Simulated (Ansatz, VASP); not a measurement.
## Two plane-wave programs on RbSrCl3

File INCAR:

```
ALGO     = Normal         # electronic algorithm
EDIFF    = 1E-6           # SCF threshold, eV
ENCUT    = 520            # plane-wave cutoff, eV
ISIF     = 2              # what is computed and relaxed
ISMEAR   = 0              # smearing method
LASPH    = True           # aspherical terms in the spheres
LCHARG   = True           # write CHGCAR
LELF     = True           # ELF
LREAL    = False          # projectors in reciprocal space
LVHAR    = True         
LWAVE    = False          # write WAVECAR
NBANDS   = 28             # bands
NELM     = 100            # most SCF steps
PREC     = Accurate       # precision mode
SIGMA    = 0.05           # smearing width, eV
```

Contents of KPOINTS:

```
k-points
0
Gamma
  6 6 6
```

Contents of POSCAR:

```
RbSrCl3
1.0
    5.6963040000      0.0000000000      0.0000000000
    0.0000000000      5.6963040000      0.0000000000
    0.0000000000      0.0000000000      5.6963040000
Rb Sr Cl
1 1 3
Direct
    0.5000000000      0.5000000000      0.5000000000
    0.0000000000      0.0000000000      0.0000000000
    0.5000000000      0.0000000000      0.0000000000
    0.0000000000      0.5000000000      0.0000000000
    0.0000000000      0.0000000000      0.5000000000
```

Input for Ansatz:

```yaml
crystal:
  lattice:
    - [5.696304, 0.0, 0.0]
    - [0.0, 5.696304, 0.0]
    - [0.0, 0.0, 5.696304]
  atoms:
    - { symbol: Rb, position: [0.5, 0.5, 0.5] }
    - { symbol: Sr, position: [0.0, 0.0, 0.0] }
    - { symbol: Cl, position: [0.5, 0.0, 0.0] }
    - { symbol: Cl, position: [0.0, 0.5, 0.0] }
    - { symbol: Cl, position: [0.0, 0.0, 0.5] }
basis:
  ecutwfc: 420
kpoints:
  mp_grid: { grid: [6, 6, 6] }
hamiltonian:
  xc: lda
scf:
  occupations: { method: gaussian, width: 0.05 }
output:
  forces: true
  stress: true
  eigenvalues: true
```

Alike in both runs: task single point; functional LDA; k mesh 6 × 6 × 6; occupations gaussian, width 0.05 eV; no spin polarisation.

```csv
,VASP,Ansatz
version,VASP 6.6.1,Ansatz 0.2.0
potentials or method,"VASP PAW LDA potentials, release 64 (Rb_sv, Sr_sv, Cl), cutoff 520 eV","scalar-relativistic, plane waves, PAW"
valence electrons in the cell,40,40
```

VASP gave:

| Property | Result |
| --- | --- |
| gap on the k mesh at the Fermi level (eV) | 4.22 |
| least direct gap on the mesh (eV) | 4.44 |
| pressure (GPa) | -2.2 |

Q: What did Ansatz give for the same quantities?

A: gap on the k mesh at the Fermi level (eV): 4.21; least direct gap on the mesh (eV): 4.44; pressure (GPa): -2.3.

LDA's correlation is that of Perdew and Zunger in VASP and of Perdew and Wang (1992) in Ansatz.
